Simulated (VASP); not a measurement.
# TiC (Fm-3m) in VASP: a series of runs

TiC is run at these levels: PBE; tasks: single point, relaxation of cell and atoms.

Everything below comes from runs of VASP 6.6.1. Logs are shortened: lines on timing, memory, paths and dates and some standing lists are left out, and cuts for length are marked.

## (1) The cell of the first run

It takes space group Fm-3m (No. 225, cubic). Conventional cell: a = 4.333 Å, b = 4.333 Å, c = 4.333 Å, α = 90.00°, β = 90.00°, γ = 90.00°. Ti (site symmetry m-3m) has 6 C at 2.17 Å within 2.9 Å. C (site symmetry m-3m) has 6 Ti at 2.17 Å within 2.9 Å.

## (2) Single point, PBE

INCAR reads:

```
  PREC = Accurate
  ENCUT = 520
  EDIFF = 1E-6
  ISMEAR = 0
  SIGMA = 0.2
  LREAL = F
  LASPH = T
  NELM = 100
  ALGO = Normal
  ISIF = 2
  LWAVE = F
  LCHARG = F
  GGA = PE
  NBANDS = 15
```

KPOINTS reads:

```
Automatic mesh
0
Gamma
  16 16 16
```

POSCAR reads:

```
TiC
1.0
    0.0000000000      2.1664545146      2.1664545146
    2.1664545146      0.0000000000      2.1664545146
    2.1664545146      2.1664545146      0.0000000000
Ti C
1 1
Direct
    0.0000000000      0.0000000000      0.0000000000
    0.5000000000      0.5000000000      0.5000000000
```

Potentials or basis: VASP PAW PBE potentials, release 64 (Ti_sv, C).

Run with:

```
cat potpaw_PBE.64/Ti_sv/POTCAR potpaw_PBE.64/C/POTCAR > POTCAR
mpirun -np 1 vasp_std > vasp.out
```

OUTCAR:

```text
PREC = Accurate
   ENCUT = 520
   EDIFF = 1E-6
   ISMEAR = 0
   LREAL = F
   LASPH = T
   NELM = 100
   ISIF = 2
   GGA = PE

 ion  position               nearest neighbor table
   1  0.000  0.000  0.000-   2 2.17   2 2.17   2 2.17   2 2.17   2 2.17   2 2.17
   2  0.500  0.500  0.500-   1 2.17   1 2.17   1 2.17   1 2.17   1 2.17   1 2.17

  LATTYP: Found a face centered cubic cell.
 ALAT       =     4.3329090292

  Lattice vectors:

 A1 = (   0.0000000000,   2.1664545146,   2.1664545146)
 A2 = (   2.1664545146,   0.0000000000,   2.1664545146)
 A3 = (   2.1664545146,   2.1664545146,   0.0000000000)

Analysis of symmetry for initial positions (statically):
=====================================================================
 Subroutine PRICEL returns:
 Original cell was already a primitive cell.

 Routine SETGRP: Setting up the symmetry group for a
 face centered cubic supercell.

 Subroutine GETGRP returns: Found 48 space group operations
 (whereof 48 operations were pure point group operations)
 out of a pool of 48 trial point group operations.

The static configuration has the point symmetry O_h .

Analysis of symmetry for dynamics (positions and initial velocities):
=====================================================================
 Subroutine PRICEL returns:
 Original cell was already a primitive cell.

 Routine SETGRP: Setting up the symmetry group for a
 face centered cubic supercell.

 Subroutine GETGRP returns: Found 48 space group operations
 (whereof 48 operations were pure point group operations)
 out of a pool of 48 trial point group operations.

The dynamic configuration has the point symmetry O_h .

 Subroutine INISYM returns: Found 48 space group operations
 (whereof 48 operations are pure point group operations),
 and found     1 'primitive' translations

----------------------------------------------------------------------------------------

                                     Primitive cell

  volume of cell :      20.3366

  direct lattice vectors                    reciprocal lattice vectors
     0.000000000  2.166454515  2.166454515    -0.230791829  0.230791829  0.230791829
     2.166454515  0.000000000  2.166454515     0.230791829 -0.230791829  0.230791829
     2.166454515  2.166454515  0.000000000     0.230791829  0.230791829 -0.230791829

  length of vectors
     3.063829357  3.063829357  3.063829357     0.399743174  0.399743174  0.399743174

  position of ions in fractional coordinates (direct lattice)
     0.000000000  0.000000000  0.000000000
     0.500000000  0.500000000  0.500000000
[... 82 lines left out ...]
   NFREE  =      0    steps in history (QN), initial steepest desc. (CG)
   ISIF   =      2    stress and relaxation
   ISYM   =      2    0-nonsym 1-usesym 2-fastsym
   POTIM  = 0.5000    time-step for ionic-motion
   TEBEG  =    0.0;   TEEND  =   0.0 temperature during run
   PSTRESS=    0.0 pullay stress
   NELECT =      16.0000    total number of electrons
   NUPDOWN=      -1.0000    fix difference up-down
   EMIN   =  10.00;   EMAX   =-10.00  energy-range for DOS
   EFERMI =   0.00;   METHOD = LEGACY
   ISMEAR =     0;   SIGMA  =   0.20  broadening in eV -4-tet -1-fermi 0-gaus
   EFERMI_NEDOS =   21; number of points for ismear=-14 and -15
   IALGO  =     38    algorithm
   IMIX   =      4    mixing-type and parameters
     AMIX     =   0.40;   BMIX     =  1.00
     AMIX_MAG =   1.60;   BMIX_MAG =  1.00
  volume/ion in A,a.u.               =      10.17        68.62
  Fermi-wavevector in a.u.,A,eV,Ry     =   1.511316  2.855973 31.076737  2.284076
  Thomas-Fermi vector in A             =   2.621389
   LORBIT       =      0    0 simple, 1 ext, 2 COOP (PROOUT), +10 PAW based schemes
   GGA     = PE    functional components
   LHFCALC =     F    Hartree Fock is set to
   AEXX    =    0.0000 exact exchange contribution
   IVDW    =     0    specifies the selected vdW correction
   LEPSILON=     F    determine dielectric tensor
   LRPA    =     F    only Hartree local field effects (RPA)
 non-spin polarized calculation
 Gauss-broadening in eV      SIGMA  =   0.20
  energy-cutoff  :      520.00
  volume of cell :       20.34
 maximum number of plane-waves:       568
   NGX = 11   NGY = 11   NGZ = 11

 number of electron      16.0000000 magnetization

 Free energy of the ion-electron system (eV)
  ---------------------------------------------------
  ext. energy  EPLUGINS =         0.00000000
  ---------------------------------------------------
  free energy    TOTEN  =       -18.71210970 eV

  energy without entropy =      -18.70573765  energy(sigma->0) =      -18.70892367

 E-fermi :   9.3988     XC(G=0): -12.6926

 val. band max:        9.3971697511   @ k =   0.1250   0.1250   0.0000
 cond. band min:       9.4063675597   @ k =   0.1250   0.0625   0.0000
 fundamental gap:      0.0091978086
 Fermi energy:         9.3987824568

 k-point     1 :       0.0000    0.0000    0.0000
  band No.  band energies     occupation
      1     -47.1913      2.00000
      2     -23.2159      2.00000
      3     -23.2159      2.00000
      4     -23.2159      2.00000
      5      -2.9918      2.00000
      6      10.0937      0.00000
      7      10.0937      0.00000
      8      10.0937      0.00000
      9      11.0762      0.00000
     10      11.0762      0.00000
     11      11.0762      0.00000
     12      11.1111      0.00000
     13      11.1111      0.00000
     14      19.8676      0.00000
[... 401 lines left out ...]
      2     -23.2624      2.00000
      3     -23.2288      2.00000
      4     -23.2171      2.00000
      5      -2.7590      2.00000
      6       9.1831      1.87277
      7       9.3687      1.16836
      8       9.3760      1.12824
      9      10.2042      0.00000
     10      10.7780      0.00000
     11      11.6651      0.00000
     12      12.2207      0.00000
     13      13.0819      0.00000
     14      20.2754      0.00000
     15      23.4966      0.00000

 [... further k-points ...]
[... 5 lines left out ...]
  --------------------------------------------------------------------------------------
  -------------------------------------------------------------------------------------
  Total        0.0273941      0.0273941      0.0273941      0.0000000     -0.0000000      0.0000000
  in kB        2.1581896      2.1581896      2.1581896      0.0000000     -0.0000000      0.0000000
  external PRESSURE =       2.1581896 kB  Pullay stress =       0.0000000 kB

 VOLUME and BASIS-vectors are now :
 -----------------------------------------------------------------------------
  energy-cutoff  :      520.00
  volume of cell :       20.34
      direct lattice vectors                 reciprocal lattice vectors
     0.000000000  2.166454515  2.166454515    -0.230791829  0.230791829  0.230791829
     2.166454515  0.000000000  2.166454515     0.230791829 -0.230791829  0.230791829
     2.166454515  2.166454515  0.000000000     0.230791829  0.230791829 -0.230791829

 POSITION                                       TOTAL-FORCE (eV/Angst)
 -----------------------------------------------------------------------------------
      0.00000      0.00000      0.00000        -0.000000      0.000000      0.000000
      2.16645      2.16645      2.16645         0.000000     -0.000000     -0.000000
 -----------------------------------------------------------------------------------
    total drift:                                0.000000     -0.000000     -0.000000

  FREE ENERGIE OF THE ION-ELECTRON SYSTEM (eV)
  ---------------------------------------------------
  free  energy   TOTEN  =       -18.7121096955 eV

  energy  without entropy=      -18.7057376490  energy(sigma->0) =      -18.70892367
```

Wall time 36 s (1 thread of AMD EPYC 7R43 (Zen 3), shared host); peak memory 0.14 GiB.

What came out:

```yaml
Free_energy: -18.7121 eV
Pressure: 0.2 GPa
Band_gap_on_the_k_mesh: zero (band 8 reaches 10.09 eV, above the bottom of band 9 at 9.00 eV)
```

## (3) Relaxation of cell and atoms, PBE

This run uses another cell than the first one, of 10.07 Å³/atom, 0.990 times its volume.

INCAR reads:

```
SYSTEM = TiC
PREC = Accurate
ENCUT = 600
EDIFF = 1E-6
ISMEAR = 0
SIGMA = 0.2
LREAL = .False.
LASPH = .True.
NELM = 60
ALGO = Normal
ISIF = 3
LWAVE = .False.
LCHARG = .False.
GGA = PE
IBRION = 2
NSW = 80
EDIFFG = -0.001
```

KPOINTS reads:

```
regular mesh
0
Gamma
  16 16 16
  0 0 0
```

POSCAR reads:

```
TiC
1.0
    0.0000000000      2.1593000000      2.1593000000
    2.1593000000      0.0000000000      2.1593000000
    2.1593000000      2.1593000000      0.0000000000
Ti C
1 1
Direct
    0.0000000000      0.0000000000      0.0000000000
    0.5000000000      0.5000000000      0.5000000000
```

Potentials or basis: VASP PAW PBE potentials, release 64 (Ti_sv, C).

Run with:

```
cat potpaw_PBE.64/Ti_sv/POTCAR potpaw_PBE.64/C/POTCAR > POTCAR
mpirun -np 1 vasp_std > vasp.out
```

OUTCAR:

```text
SYSTEM = TiC
   PREC = Accurate
   ENCUT = 600
   EDIFF = 1E-6
   ISMEAR = 0
   LREAL = .False.
   LASPH = .True.
   NELM = 60
   ISIF = 3
   GGA = PE
   IBRION = 2
   NSW = 80
   EDIFFG = -0.001

 ion  position               nearest neighbor table
   1  0.000  0.000  0.000-   2 2.16   2 2.16   2 2.16   2 2.16   2 2.16   2 2.16
   2  0.500  0.500  0.500-   1 2.16   1 2.16   1 2.16   1 2.16   1 2.16   1 2.16

  LATTYP: Found a face centered cubic cell.
 ALAT       =     4.3186000000

  Lattice vectors:

 A1 = (   0.0000000000,   2.1593000000,   2.1593000000)
 A2 = (   2.1593000000,   0.0000000000,   2.1593000000)
 A3 = (   2.1593000000,   2.1593000000,   0.0000000000)

Analysis of symmetry for initial positions (statically):
[... 259 lines left out ...]
 cond. band min:       9.4003166102   @ k =   0.1250   0.0625   0.0000
 fundamental gap:      0.0091910961
 Fermi energy:         9.3926465931

 k-point     1 :       0.0000    0.0000    0.0000
  band No.  band energies     occupation
      1     -47.1990      2.00000
      2     -23.2245      2.00000
      3     -23.2245      2.00000
      4     -23.2245      2.00000
      5      -2.9947      2.00000
      6      10.0873      0.00000
      7      10.0873      0.00000
      8      10.0873      0.00000
      9      11.0695      0.00000
     10      11.0695      0.00000
     11      11.0695      0.00000
     12      11.1037      0.00000
[... 331 lines left out ...]
 k-point    24 :      -0.0625    0.0625    0.0000
  band No.  band energies     occupation
      1     -47.1919      2.00000
      2     -23.2709      2.00000
      3     -23.2374      2.00000
      4     -23.2257      2.00000
      5      -2.7623      2.00000
      6       9.1771      1.87253
      7       9.3626      1.16833
      8       9.3700      1.12726
      9      10.1976      0.00000
     10      10.7710      0.00000
     11      11.6579      0.00000
     12      12.2128      0.00000

 [... further k-points ...]
[... 5 lines left out ...]
  --------------------------------------------------------------------------------------
  -------------------------------------------------------------------------------------
  Total       -0.0012777     -0.0012777     -0.0012777      0.0000000      0.0000000      0.0000000
  in kB       -0.1006136     -0.1006136     -0.1006136      0.0000000      0.0000000      0.0000000
  external PRESSURE =      -0.1006136 kB  Pullay stress =       0.0000000 kB
[... 17 lines left out ...]
  FREE ENERGIE OF THE ION-ELECTRON SYSTEM (eV)
  ---------------------------------------------------
  free  energy   TOTEN  =       -18.7124433446 eV

  energy  without entropy=      -18.7060694422  energy(sigma->0) =      -18.70925639

 reached required accuracy - stopping structural energy minimisation
```

CONTCAR:

```text
TiC
   1.00000000000000
     0.0000000000000000    2.1668119235884360    2.1668119235884360
     2.1668119235884360    0.0000000000000000    2.1668119235884360
     2.1668119235884360    2.1668119235884360    0.0000000000000000
  Ti              C
     1     1
Direct
     0.0000000000000000    0.0000000000000000    0.0000000000000000
     0.5000000000000000    0.5000000000000000    0.5000000000000000

  0.00000000E+00  0.00000000E+00  0.00000000E+00
  0.00000000E+00  0.00000000E+00  0.00000000E+00
```

Wall time 71 s (1 thread of AMD EPYC 7R43 (Zen 3), shared host); peak memory 0.15 GiB.

What came out:

```
Free energy                            : -18.7124 eV
Relaxed volume                         : 10.17 Å³/atom
Relaxed cell                           : a = 3.064 Å, b = 3.064 Å, c = 3.064 Å, α = 60.00°, β = 60.00°, γ = 60.00°
Space group after relaxing (to 0.05 Å) : Fm-3m (No. 225)
Energy gained by relaxing              : 0.9 meV/atom
Ionic steps                            : 3
Pressure after relaxing                : 0.0 GPa
Band gap on the k mesh                 : zero (band 8 reaches 10.09 eV, above the bottom of band 9 at 8.99 eV)
```

Step by step:
```tsv
step	energy change (eV)	largest force (eV/Å)	pressure (GPa)	volume (Å³)
1	0.0000	0.0000	2.65	20.14
2	0.0011	0.0000	-3.18	20.62
3	-0.0017	0.0000	-0.01	20.35
```

Final structure:
```cif
data_structure
_symmetry_space_group_name_H-M 'P 1'
_symmetry_Int_Tables_number 1
_cell_length_a 3.0643
_cell_length_b 3.0643
_cell_length_c 3.0643
_cell_angle_alpha 60.000
_cell_angle_beta 60.000
_cell_angle_gamma 60.000
_cell_volume 20.35
loop_
_atom_site_label
_atom_site_type_symbol
_atom_site_fract_x
_atom_site_fract_y
_atom_site_fract_z
_atom_site_occupancy
Ti1 Ti 0.00000 0.00000 0.00000 1
C1 C 0.50000 0.50000 0.50000 1
```

PBE usually gives volumes a little too large and moduli too small. Zero-point motion and thermal expansion aren't in these numbers.
